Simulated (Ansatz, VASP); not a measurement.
## Two plane-wave programs on Os3C

POSCAR

```
Os3C
1.0
    3.5942122906      0.0000000000      0.0000000000
    0.0000000000      3.5942122906      0.0000000000
    0.0000000000      0.0000000000      3.5942122906
Os C
3 1
Direct
    0.0000000000      0.5000000000      0.5000000000
    0.5000000000      0.0000000000      0.5000000000
    0.5000000000      0.5000000000      0.0000000000
    0.0000000000      0.0000000000      0.0000000000
```

The input INCAR.step1:

```
PREC     = Accurate       # precision mode
ENCUT    = 600            # plane-wave cutoff, eV
ISMEAR   = 0              # smearing method
SIGMA    = 0.1            # smearing width, eV
LREAL    = F              # projectors in reciprocal space
LASPH    = T              # aspherical terms in the spheres
NELM     = 60             # most SCF steps
GGA      = PE             # functional
ALGO     = Normal         # electronic algorithm
EDIFF    = 1E-4           # SCF threshold, eV
LWAVE    = T              # write WAVECAR
LCHARG   = F              # write CHGCAR
```

INCAR.step2

```
PREC     = Accurate       # precision mode
ENCUT    = 600            # plane-wave cutoff, eV
EDIFF    = 1E-6           # SCF threshold, eV
ISMEAR   = 0              # smearing method
SIGMA    = 0.1            # smearing width, eV
LREAL    = F              # projectors in reciprocal space
LASPH    = T              # aspherical terms in the spheres
NELM     = 60             # most SCF steps
ALGO     = Normal         # electronic algorithm
ISIF     = 3              # what is computed and relaxed
LWAVE    = F              # write WAVECAR
LCHARG   = F              # write CHGCAR
METAGGA  = R2SCAN         # meta-GGA
LMIXTAU  = T            
IBRION   = 2              # ionic algorithm
NSW      = 90             # ionic steps
EDIFFG   = -0.04          # ionic threshold
ISTART   = 1
```

Contents of KPOINTS:

```
Automatic mesh
0
Gamma
  6 6 6
```

Input for Ansatz:

```yaml
crystal:
  lattice:
    - [3.5942122906, 0.0, 0.0]
    - [0.0, 3.5942122906, 0.0]
    - [0.0, 0.0, 3.5942122906]
  atoms:
    - { symbol: Os, position: [0.0, 0.5, 0.5] }
    - { symbol: Os, position: [0.5, 0.0, 0.5] }
    - { symbol: Os, position: [0.5, 0.5, 0.0] }
    - { symbol: C, position: [0.0, 0.0, 0.0] }
basis:
  ecutwfc: 500
kpoints:
  mp_grid: { grid: [6, 6, 6] }
hamiltonian:
  xc: r2scan
scf:
  occupations: { method: gaussian, width: 0.1 }
  lower_state_search: "off"
output:
  forces: true
  stress: true
  eigenvalues: true
relax:
  adjacent_minimum: "off"
  f_tol: 0.04
  max_steps: 70
  cell: { stress_tol: 0.4 }
```

Alike in both runs: task relaxation of cell and atoms; functional r2SCAN; k mesh 6 × 6 × 6; occupations gaussian, width 0.1 eV; no spin polarisation.

|  | VASP | Ansatz |
| --- | --- | --- |
| version | VASP 6.6.1 | Ansatz 0.2.0 |
| potentials or method | VASP PAW PBE potentials, release 64 (Os, C), cutoff 600 eV | scalar-relativistic, plane waves, PAW |
| valence electrons in the cell | 28 | 52 |

Ansatz gave:

```
gap on the k mesh at the Fermi level, each at its own relaxed structure (eV)  : none
relaxed volume (Å³/atom)                                                      : 13.03
relaxed length of the cell vector where the two differ most in proportion (Å) : 3.735
```

Question: Estimate VASP's values.

Answer: gap on the k mesh at the Fermi level, each at its own relaxed structure (eV): none; relaxed volume (Å³/atom): 13.09; relaxed length of the cell vector where the two differ most in proportion (Å): 3.741.

VASP's potentials were made for PBE, not for r2SCAN. A gap of «none» marks a metal or a gap that the smearing closes. VASP's potentials hold 28 valence electrons a cell and Ansatz's 52, so a difference there can come from the potentials and not from the codes.

Spin-orbit coupling is off throughout.
